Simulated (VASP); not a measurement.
Wanted: the native input for a VASP 6.6.1 run.

| Property | Result |
| --- | --- |
| Task | single point |
| Functional | LDA |
| Potentials or basis | VASP PAW LDA potentials, release 64 (K_sv) |
| Cutoff | 520 eV |
| k mesh | 12 × 12 × 12 |
| Occupations | fermi-dirac, width 0.08 eV |
| Spin | no spin polarisation |
| Dipole correction | no |
| Further INCAR settings | ALGO = Normal; EDIFF = 1e-06; NBANDS = 10 |

The structure of K lies in POSCAR:

```
K
1.0
    0.0000000000      2.4370804012      2.4370804012
    2.4370804012      0.0000000000      2.4370804012
    2.4370804012      2.4370804012      0.0000000000
K
1
Direct
    0.0000000000      0.0000000000      0.0000000000
```

This isn't the form of K at room conditions, which is bcc.

The input as run:

INCAR

```
SYSTEM = K
PREC     = Accurate       ! precision mode
ENCUT    = 520            ! plane-wave cutoff, eV
EDIFF    = 1E-6           ! SCF threshold, eV
ISMEAR   = -1             ! smearing method
SIGMA    = 0.08           ! smearing width, eV
LREAL    = .FALSE.        ! projectors in reciprocal space
LASPH    = .TRUE.         ! aspherical terms in the spheres
NELM     = 100            ! most SCF steps
ALGO     = Normal         ! electronic algorithm
ISIF     = 2              ! what is computed and relaxed
LWAVE    = .FALSE.        ! write WAVECAR
LCHARG   = .FALSE.        ! write CHGCAR
GGA      = CA             ! functional
NBANDS   = 10             ! bands
```

KPOINTS

```
Automatic mesh
0
G
  12 12 12
  0 0 0
```

Potentials or basis: VASP PAW LDA potentials, release 64 (K_sv).

Command:

```sh
$ cat potpaw_LDA.64/K_sv/POTCAR > POTCAR
$ mpirun -np 1 vasp_std > vasp.out
```

Results of the run:

```json
{
  "Pressure": "13.7 GPa",
  "Band gap on the k mesh": "zero (an odd number of electrons rules out a gap without spin polarisation)"
}
```

Caveat: the cell stands under pressure.

Wall time 20 s on 1 thread of Intel(R) Xeon(R) Platinum 8259CL CPU @ 2.50GHz (Skylake/Cascade Lake) (shared host), peak memory 0.15 GiB.
